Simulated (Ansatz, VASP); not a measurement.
**Two plane-wave programs on ZnO**

```
CELL_PARAMETERS angstrom
-0.03542 2.09835 2.09835
2.09835 -0.03542 2.09835
2.09835 2.09835 -0.03542
ATOMIC_POSITIONS crystal
Zn 0.00000 0.00000 0.00000
O 0.50000 0.50000 0.50000
```

Change from the starting cell: shear_111 strain -2.5%.

Alike in both runs: task single point; functional PBE; k mesh 10 × 10 × 10; occupations fermi-dirac, width 0.02 eV; no spin polarisation.

|  | VASP | Ansatz |
| --- | --- | --- |
| version | VASP 6.6.1 | Ansatz 0.2.0 |
| potentials or method | VASP PAW PBE potentials, release 64 (Zn, O_h) | plane waves, PAW |
| plane-wave cutoff (eV) | 910 | 420 |
| valence electrons in the cell | 18 | 18 |

|  | VASP | Ansatz | Ansatz less VASP |
| --- | --- | --- | --- |
| gap on the k mesh at the Fermi level (eV) | 1.02 | 1.05 | +0.032 |

With one functional, cell and mesh, what is left measures potentials, basis and numerics.

Noted on VASP's run: the cutoff is short for stress, so the pressure is rough.
